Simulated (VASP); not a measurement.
# La (Fd-3m) in VASP: further runs

Runs on La. Level: LDA. Tasks: single point, relaxation of cell and atoms.

All numbers are computed with VASP 6.6.1; they aren't measurements. Logs are shortened: lines on timing, memory, paths and dates and some standing lists are left out, and cuts for length are marked.

## 1. The cell of the first run

Symmetry: Fd-3m, No. 227, cubic system. The conventional cell has a = 6.517 Å, b = 6.517 Å, c = 6.517 Å, α = 90.00°, β = 90.00°, γ = 90.00°. La (site symmetry -43m) has 4 La at 2.82 Å within 3.7 Å.

## 2. Single point, LDA

The input, INCAR:

```
PREC = Accurate ; ENCUT = 520
EDIFF = 1E-6 ; ISMEAR = -1
SIGMA = 0.1 ; LREAL = False
LASPH = True ; NELM = 80
ALGO = Normal ; ISIF = 2
LWAVE = False ; LCHARG = False
NBANDS = 18
```

The input, KPOINTS:

```
Automatic mesh
0
Gamma
  14 14 14
```

The input, POSCAR:

```
La
1.0
    0.0000000000      3.2584993195      3.2584993195
    3.2584993195      0.0000000000      3.2584993195
    3.2584993195      3.2584993195      0.0000000000
La
2
Direct
    0.1250000000      0.1250000000      0.1250000000
    0.8750000000      0.8750000000      0.8750000000
```

Potentials or basis: VASP PAW LDA potentials, release 64 (La).

On the command line:

```console
> cat potpaw_LDA.64/La/POTCAR > POTCAR
> mpirun -np 1 vasp_std > vasp.out
```

OUTCAR:

```text
PREC = Accurate
   ENCUT = 520
   EDIFF = 1E-6
   ISMEAR = -1
   LREAL = False
   LASPH = True
   NELM = 80
   ISIF = 2

 ion  position               nearest neighbor table
   1  0.125  0.125  0.125-   2 2.82   2 2.82   2 2.82   2 2.82
   2  0.875  0.875  0.875-   1 2.82   1 2.82   1 2.82   1 2.82

  LATTYP: Found a face centered cubic cell.
 ALAT       =     6.5169986390

  Lattice vectors:

 A1 = (   0.0000000000,   3.2584993195,   3.2584993195)
 A2 = (   3.2584993195,   0.0000000000,   3.2584993195)
 A3 = (   3.2584993195,   3.2584993195,   0.0000000000)

Analysis of symmetry for initial positions (statically):
=====================================================================
 Subroutine PRICEL returns:
 Original cell was already a primitive cell.

 Routine SETGRP: Setting up the symmetry group for a
 face centered cubic supercell.

 Subroutine GETGRP returns: Found 48 space group operations
 (whereof 12 operations were pure point group operations)
 out of a pool of 48 trial point group operations.

The static configuration has the point symmetry D_3d.
 The point group associated with its full space group is O_h .

Analysis of symmetry for dynamics (positions and initial velocities):
=====================================================================
 Subroutine PRICEL returns:
 Original cell was already a primitive cell.

 Routine SETGRP: Setting up the symmetry group for a
 face centered cubic supercell.

 Subroutine GETGRP returns: Found 48 space group operations
 (whereof 12 operations were pure point group operations)
 out of a pool of 48 trial point group operations.

The dynamic configuration has the point symmetry D_3d.
 The point group associated with its full space group is O_h .

 Subroutine INISYM returns: Found 48 space group operations
 (whereof 12 operations are pure point group operations),
 and found     1 'primitive' translations

----------------------------------------------------------------------------------------

                                     Primitive cell

  volume of cell :      69.1963

  direct lattice vectors                    reciprocal lattice vectors
     0.000000000  3.258499319  3.258499319    -0.153444869  0.153444869  0.153444869
     3.258499319  0.000000000  3.258499319     0.153444869 -0.153444869  0.153444869
     3.258499319  3.258499319  0.000000000     0.153444869  0.153444869 -0.153444869

  length of vectors
     4.608213931  4.608213931  4.608213931     0.265774309  0.265774309  0.265774309

[... 74 lines left out ...]
   ISPIN  =      1    spin polarized calculation?
   LNONCOLLINEAR =      F non collinear calculations
   LSORBIT =      F    spin-orbit coupling
   LASPH  =      T    aspherical Exc in radial PAW
   ENCUT  =  520.0 eV  38.22 Ry    6.18 a.u.   8.57  8.57  8.57*2*pi/ulx,y,z
   NELM   =     80;   NELMIN=  2; NELMDL= -5     # of ELM steps
   EDIFF  = 0.1E-05   stopping-criterion for ELM
   LREAL  =      F    real-space projection
   EDIFFG = 0.1E-04   stopping-criterion for IOM
   NSW    =      0    number of steps for IOM
   IBRION =     -1    ionic relax: 0-MD 1-quasi-New 2-CG
   NFREE  =      0    steps in history (QN), initial steepest desc. (CG)
   ISIF   =      2    stress and relaxation
   ISYM   =      2    0-nonsym 1-usesym 2-fastsym
   POTIM  = 0.5000    time-step for ionic-motion
   TEBEG  =    0.0;   TEEND  =   0.0 temperature during run
   PSTRESS=    0.0 pullay stress
   NELECT =      22.0000    total number of electrons
   NUPDOWN=      -1.0000    fix difference up-down
   EMIN   =  10.00;   EMAX   =-10.00  energy-range for DOS
   EFERMI =   0.00;   METHOD = LEGACY
   ISMEAR =    -1;   SIGMA  =   0.10  broadening in eV -4-tet -1-fermi 0-gaus
   EFERMI_NEDOS =   21; number of points for ismear=-14 and -15
   IALGO  =     38    algorithm
   IMIX   =      4    mixing-type and parameters
     AMIX     =   0.40;   BMIX     =  1.00
     AMIX_MAG =   1.60;   BMIX_MAG =  1.00
  volume/ion in A,a.u.               =      34.60       233.48
  Fermi-wavevector in a.u.,A,eV,Ry     =   1.117347  2.111480 16.986390  1.248464
  Thomas-Fermi vector in A             =   2.253969
   LORBIT       =      0    0 simple, 1 ext, 2 COOP (PROOUT), +10 PAW based schemes
   GGA     = CA    functional components
   LHFCALC =     F    Hartree Fock is set to
   AEXX    =    0.0000 exact exchange contribution
   IVDW    =     0    specifies the selected vdW correction
   LEPSILON=     F    determine dielectric tensor
   LRPA    =     F    only Hartree local field effects (RPA)
 non-spin polarized calculation
  energy-cutoff  :      520.00
  volume of cell :       69.20
 maximum number of plane-waves:      1892
 NGX is ok and might be reduce to    36
   NGX = 17   NGY = 17   NGZ = 17

 number of electron      22.0000000 magnetization

 Free energy of the ion-electron system (eV)
  ---------------------------------------------------
  ext. energy  EPLUGINS =         0.00000000
  ---------------------------------------------------
  free energy    TOTEN  =        -9.47183550 eV

  energy without entropy =       -9.41070723  energy(sigma->0) =       -9.44127137

 E-fermi :   7.8849     XC(G=0):  -9.7726

 val. band max:        7.8835473598   @ k =  -0.3571   0.5000   0.1429
 cond. band min:       7.8898510554   @ k =   0.5000   0.4286   0.0000
 fundamental gap:      0.0063036957
 Fermi energy:         7.8849362102

 k-point     1 :       0.0000    0.0000    0.0000
  band No.  band energies     occupation
      1     -25.5962      2.00000
      2     -23.4981      2.00000
      3      -9.8256      2.00000
      4      -9.8256      2.00000
      5      -9.8256      2.00000
      6      -7.4104      2.00000
[... 481 lines left out ...]
      5      -9.5583      2.00000
      6      -7.5607      2.00000
[... 10 lines left out ...]
     17       9.4920      0.00000
     18       9.5439      0.00000

 [... further k-points ...]
[... 5 lines left out ...]
  --------------------------------------------------------------------------------------
  -------------------------------------------------------------------------------------
  Total       -0.0250185     -0.0250185     -0.0250185      0.0000000      0.0000000      0.0000000
  in kB       -0.5792799     -0.5792799     -0.5792799      0.0000000      0.0000000      0.0000000
  external PRESSURE =      -0.5792799 kB  Pullay stress =       0.0000000 kB

 VOLUME and BASIS-vectors are now :
 -----------------------------------------------------------------------------
  energy-cutoff  :      520.00
  volume of cell :       69.20
      direct lattice vectors                 reciprocal lattice vectors
     0.000000000  3.258499319  3.258499319    -0.153444869  0.153444869  0.153444869
     3.258499319  0.000000000  3.258499319     0.153444869 -0.153444869  0.153444869
     3.258499319  3.258499319  0.000000000     0.153444869  0.153444869 -0.153444869

 POSITION                                       TOTAL-FORCE (eV/Angst)
 -----------------------------------------------------------------------------------
      0.81462      0.81462      0.81462         0.000000     -0.000000      0.000000
      5.70237      5.70237      5.70237        -0.000000      0.000000     -0.000000
 -----------------------------------------------------------------------------------
    total drift:                               -0.000000      0.000000      0.000000

  FREE ENERGIE OF THE ION-ELECTRON SYSTEM (eV)
  ---------------------------------------------------
  free  energy   TOTEN  =        -9.4718355050 eV

  energy  without entropy=       -9.4107072326  energy(sigma->0) =       -9.44127137
```

OSZICAR:

```text
N       E                     dE             d eps       ncg     rms          rms(c)
DAV:   1     0.251229594237E+03    0.25123E+03   -0.80489E+03  3792   0.174E+03
DAV:   2     0.287415566228E+02   -0.22249E+03   -0.21860E+03  5384   0.303E+02
DAV:   3    -0.649018318858E+01   -0.35232E+02   -0.34472E+02  6222   0.141E+02
DAV:   4    -0.997963125993E+01   -0.34894E+01   -0.34231E+01  7456   0.414E+01
DAV:   5    -0.102357891823E+02   -0.25616E+00   -0.25491E+00  6064   0.110E+01    0.684E+00
DAV:   6    -0.961305863416E+01    0.62273E+00   -0.20668E+00  7454   0.122E+01    0.446E+00
DAV:   7    -0.948629425250E+01    0.12676E+00   -0.27273E-01  7472   0.301E+00    0.158E+00
DAV:   8    -0.947190223306E+01    0.14392E-01   -0.43988E-02  7472   0.157E+00    0.181E-01
DAV:   9    -0.947183782226E+01    0.64411E-04   -0.34756E-03  7176   0.343E-01    0.809E-02
DAV:  10    -0.947183143891E+01    0.63834E-05   -0.44240E-04  7136   0.174E-01    0.287E-02
DAV:  11    -0.947183506790E+01   -0.36290E-05   -0.53977E-05  6904   0.468E-02    0.506E-03
DAV:  12    -0.947183550495E+01   -0.43705E-06   -0.57901E-06  6656   0.169E-02
   1 F= -.94718355E+01 E0= -.94412714E+01  d E =-.611283E-01
```

stdout:

```text
POSCAR found type information on POSCAR La
 POSCAR found :  1 types and       2 ions
 scaLAPACK will be used
 LDA part: xc-table for (Slater(with rela. corr.)+CA(PZ))
 , standard interpolation
 POSCAR, INCAR and KPOINTS ok, starting setup
 FFT: planning ... GRIDC
 FFT: planning ... GRID_SOFT
 FFT: planning ... GRID
 WAVECAR not read
 entering main loop
```

Wall time 60 s (1 thread of Intel Xeon 6975P-C (Granite Rapids), shared host); peak memory 0.27 GiB.

What came out:

* Free energy: -9.4718 eV
* Pressure: -0.1 GPa
* Band gap on the k mesh: zero (band 11 reaches 8.02 eV, above the bottom of band 12 at 7.75 eV)

Levels at points of the mesh, in eV from the Fermi level:
```tsv
k point	band 8	band 9	band 10	band 11	band 12	band 13	band 14	band 15
(0.00, 0.00, 0.00)	-15.30	-2.30	-0.77	-0.77	0.95	0.95	0.95	1.66
(0.50, 0.00, 0.00)	-14.80	-1.22	-0.63	-0.63	-0.13	0.07	0.07	1.71
(0.50, 0.50, 0.00)	-14.25	-1.78	-1.78	-0.13	-0.13	0.74	0.74	1.78
```

Caveat: spin-orbit coupling is left out, which moves the levels of the heavy elements.

## 3. Relaxation of cell and atoms, LDA

This run uses another cell than the first one, of 50.51 Å³/atom, 1.460 times its volume.

The input, INCAR:

```
SYSTEM = La
PREC     = Accurate       ! precision mode
ENCUT    = 600            ! plane-wave cutoff, eV
EDIFF    = 1E-6           ! SCF threshold, eV
ISMEAR   = -1             ! smearing method
SIGMA    = 0.1            ! smearing width, eV
LREAL    = .FALSE.        ! projectors in reciprocal space
LASPH    = .TRUE.         ! aspherical terms in the spheres
NELM     = 100            ! most SCF steps
ALGO     = Normal         ! electronic algorithm
ISIF     = 3              ! what is computed and relaxed
LWAVE    = .FALSE.        ! write WAVECAR
LCHARG   = .FALSE.        ! write CHGCAR
GGA      = CA             ! functional
IBRION   = 2              ! ionic algorithm
NSW      = 80             ! ionic steps
EDIFFG   = -0.01          ! ionic threshold
```

The input, KPOINTS:

```
regular mesh
0
G
  8 8 8
  0 0 0
```

The input, POSCAR:

```
La
1.0
    0.0000000000      3.6965376151      3.6965376151
    3.6965376151      0.0000000000      3.6965376151
    3.6965376151      3.6965376151      0.0000000000
La
2
Direct
    0.1250000000      0.1250000000      0.1250000000
    0.8750000000      0.8750000000      0.8750000000
```

Potentials or basis: VASP PAW LDA potentials, release 64 (La).

On the command line:

```console
> cat potpaw_LDA.64/La/POTCAR > POTCAR
> mpirun -np 1 vasp_std > vasp.out
```

OUTCAR:

```text
SYSTEM = La
   PREC = Accurate
   ENCUT = 600
   EDIFF = 1E-6
   ISMEAR = -1
   LREAL = .FALSE.
   LASPH = .TRUE.
   NELM = 100
   ISIF = 3
   GGA = CA
   IBRION = 2
   NSW = 80
   EDIFFG = -0.01

 ion  position               nearest neighbor table
   1  0.125  0.125  0.125-   2 3.20   2 3.20   2 3.20   2 3.20
   2  0.875  0.875  0.875-   1 3.20   1 3.20   1 3.20   1 3.20

  LATTYP: Found a face centered cubic cell.
 ALAT       =     7.3930752302

  Lattice vectors:

 A1 = (   0.0000000000,   3.6965376151,   3.6965376151)
 A2 = (   3.6965376151,   0.0000000000,   3.6965376151)
 A3 = (   3.6965376151,   3.6965376151,   0.0000000000)

Analysis of symmetry for initial positions (statically):
=====================================================================
 Subroutine PRICEL returns:
 Original cell was already a primitive cell.

 Routine SETGRP: Setting up the symmetry group for a
 face centered cubic supercell.

 Subroutine GETGRP returns: Found 48 space group operations
 (whereof 12 operations were pure point group operations)
 out of a pool of 48 trial point group operations.

The static configuration has the point symmetry D_3d.
 The point group associated with its full space group is O_h .

Analysis of symmetry for dynamics (positions and initial velocities):
=====================================================================
 Subroutine PRICEL returns:
 Original cell was already a primitive cell.

 Routine SETGRP: Setting up the symmetry group for a
 face centered cubic supercell.

 Subroutine GETGRP returns: Found 48 space group operations
 (whereof 12 operations were pure point group operations)
 out of a pool of 48 trial point group operations.

The dynamic configuration has the point symmetry D_3d.
 The point group associated with its full space group is O_h .

[... 128 lines left out ...]
   LRPA    =     F    only Hartree local field effects (RPA)
 conjugate gradient relaxation of ions
 non-spin polarized calculation
  energy-cutoff  :      600.00
  volume of cell :      101.02
 maximum number of plane-waves:      3386
 NGX is ok and might be reduce to    42
   NGX = 21   NGY = 21   NGZ = 21

--------------------------------------- Ionic step        1  -------------------------------------------

 number of electron      21.9999999 magnetization

 Free energy of the ion-electron system (eV)
  ---------------------------------------------------
  ext. energy  EPLUGINS =         0.00000000
  ---------------------------------------------------
  free energy    TOTEN  =        -8.41694813 eV

  energy without entropy =       -8.23411881  energy(sigma->0) =       -8.32553347

------------------------ aborting loop because EDIFF is reached ----------------------------------------

  FORCE on cell =-STRESS in cart. coord.  units (eV):
  Direction    XX          YY          ZZ          XY          YZ          ZX
  --------------------------------------------------------------------------------------
  -------------------------------------------------------------------------------------
  Total       -3.8260478     -3.8260478     -3.8260478      0.0000000      0.0000000      0.0000000
  in kB      -60.6800030    -60.6800030    -60.6800030      0.0000000      0.0000000      0.0000000
  external PRESSURE =     -60.6800030 kB  Pullay stress =       0.0000000 kB
[... 59 lines left out ...]
--------------------------------------- Ionic step        3  -------------------------------------------

 number of electron      22.0000000 magnetization

 Free energy of the ion-electron system (eV)
  ---------------------------------------------------
  ext. energy  EPLUGINS =         0.00000000
  ---------------------------------------------------
  free energy    TOTEN  =        -9.47501627 eV

  energy without entropy =       -9.41506601  energy(sigma->0) =       -9.44504114

 E-fermi :   7.8954     XC(G=0):  -9.7753

 val. band max:        7.8690651353   @ k =  -0.3750   0.5000   0.1250
 cond. band min:       7.9554682150   @ k =  -0.2500   0.5000   0.2500
 fundamental gap:      0.0864030797
 Fermi energy:         7.8953730178

 k-point     1 :       0.0000    0.0000    0.0000
  band No.  band energies     occupation
      1     -25.5898      2.00000
      2     -23.4878      2.00000
      3      -9.8195      2.00000
      4      -9.8195      2.00000
      5      -9.8195      2.00000
      6      -7.4016      2.00000
      7      -7.4016      2.00000
      8      -7.4016      2.00000
      9       5.5918      2.00000
     10       7.1190      1.99915
     11       7.1190      1.99915
     12       8.8455      0.00015
     13       8.8455      0.00015
     14       8.8455      0.00015
[... 401 lines left out ...]
      2     -24.2537      2.00000
      3     -10.4930      2.00000
      4     -10.2789      2.00000
      5      -9.2312      2.00000
      6      -7.6482      2.00000
      7      -6.7064      2.00000
      8      -6.4625      2.00000
      9       6.0376      2.00000
     10       6.5277      2.00000
     11       7.3361      1.99258
     12       8.3257      0.02669
     13       8.7507      0.00039
     14       8.8922      0.00009
     15       9.1576      0.00001

 [... further k-points ...]
[... 5 lines left out ...]
  --------------------------------------------------------------------------------------
  -------------------------------------------------------------------------------------
  Total       -0.0163219     -0.0163219     -0.0163219     -0.0000000      0.0000000      0.0000000
  in kB       -0.3781748     -0.3781748     -0.3781748     -0.0000000      0.0000000      0.0000000
  external PRESSURE =      -0.3781748 kB  Pullay stress =       0.0000000 kB
[... 17 lines left out ...]
  FREE ENERGIE OF THE ION-ELECTRON SYSTEM (eV)
  ---------------------------------------------------
  free  energy   TOTEN  =        -9.4750162696 eV

  energy  without entropy=       -9.4150660086  energy(sigma->0) =       -9.44504114

 reached required accuracy - stopping structural energy minimisation
```

Run time: 1.7 min. Hardware: 1 thread of Intel Xeon 6975P-C (Granite Rapids), shared host; peak memory 0.27 GiB.

Results:

```
Free energy                            : -9.4750 eV
Relaxed volume                         : 34.57 Å³/atom
Relaxed cell                           : a = 4.607 Å, b = 4.607 Å, c = 4.607 Å, α = 60.00°, β = 60.00°, γ = 60.00°
Space group after relaxing (to 0.05 Å) : Fd-3m (No. 227)
Energy gained by relaxing              : 529.0 meV/atom
Ionic steps                            : 3
Pressure after relaxing                : 0.0 GPa
Band gap on the k mesh                 : zero (band 11 reaches 8.03 eV, above the bottom of band 12 at 7.76 eV)
```

The path:
```csv
step,energy change (eV),largest force (eV/Å),pressure (GPa),volume (Å³)
1,0.0000,0.0000,-6.07,101.02
2,-0.9673,0.0000,-4.07,75.55
3,-1.0581,0.0000,-0.04,69.15
```

Final structure:
```yaml
crystal:
  lattice:
    - [0.00000, 3.25776, 3.25776]
    - [3.25776, 0.00000, 3.25776]
    - [3.25776, 3.25776, 0.00000]
  atoms:
    - { symbol: La, position: [0.12500, 0.12500, 0.12500] }
    - { symbol: La, position: [0.87500, 0.87500, 0.87500] }
```

Caveat: the volume moved by over 15 % at a fixed basis, so the end points are rough; spin-orbit coupling is left out, which moves the levels of the heavy elements.

## 4. Single point, LDA, non-collinear spin, zero start, spin-orbit coupling

The input, INCAR:

```
ALGO = Normal
EDIFF = 1E-6
ENCUT = 520
GGA_COMPAT = F
ISIF = 2
ISMEAR = -1
LASPH = T
LCHARG = T
LMAXMIX = 6
LORBIT = 11
LORBMOM = T
LREAL = F
LSORBIT = T
LVHAR = T
LWAVE = F
MAGMOM = 0 0 0 0 0 0
NBANDS = 34
NELM = 150
PREC = Accurate
SIGMA = 0.1
```

The input, KPOINTS:

```
k-points
0
Gamma
  8 8 8
```

The input, POSCAR:

```
La
1.0
    0.0000000000      3.2584993195      3.2584993195
    3.2584993195      0.0000000000      3.2584993195
    3.2584993195      3.2584993195      0.0000000000
La
2
Direct
    0.1250000000      0.1250000000      0.1250000000
    0.8750000000      0.8750000000      0.8750000000
```

On the command line:

```console
> cat potpaw_LDA.64/La/POTCAR > POTCAR
> mpirun -np 1 vasp_ncl > vasp.out
```

Run time: 3.4 min. Hardware: 1 thread of Intel Xeon Platinum 8488C (Sapphire Rapids), shared host; peak memory 0.34 GiB.

It converged, with:

```yaml
Free_energy: -10.0876 eV
Pressure: -0.1 GPa
Net_moment: 0.00 μB per cell
Valence_electrons_inside_the_program's_atomic_spheres: La 9.14
```

Moments on the atoms (μB; x, y, z):
```
La  0.00 0.00 0.00
La  0.00 0.00 0.00
```

## 5. Summary

| task | spin | cell | k mesh | cutoff (eV) | gap on the mesh (eV) | pressure (GPa) |
| --- | --- | --- | --- | --- | --- | --- |
| single point | off | a = 4.608 Å, angles 60.0°, 2 atoms | 14 × 14 × 14 | 520 | none | -0.1 |
| relaxation of cell and atoms | off | relaxed from a = 5.228 Å, angles 60.0°, 2 atoms | 8 × 8 × 8 | 600 | none | 0.0 |
| single point | non-collinear, zero start, SOC | a = 4.608 Å, angles 60.0°, 2 atoms | 8 × 8 × 8 | 520 | - | -0.1 |

Alike in all rows: level LDA; potentials or basis VASP PAW LDA potentials, release 64 (La); smearing fermi-dirac 0.1 eV.

Caveats: spin-orbit coupling is left out, which moves the levels of the heavy elements (some runs); the volume moved by over 15 % at a fixed basis, so the end points are rough (some runs).

Absolute energies hang on the potentials; compare differences alone.
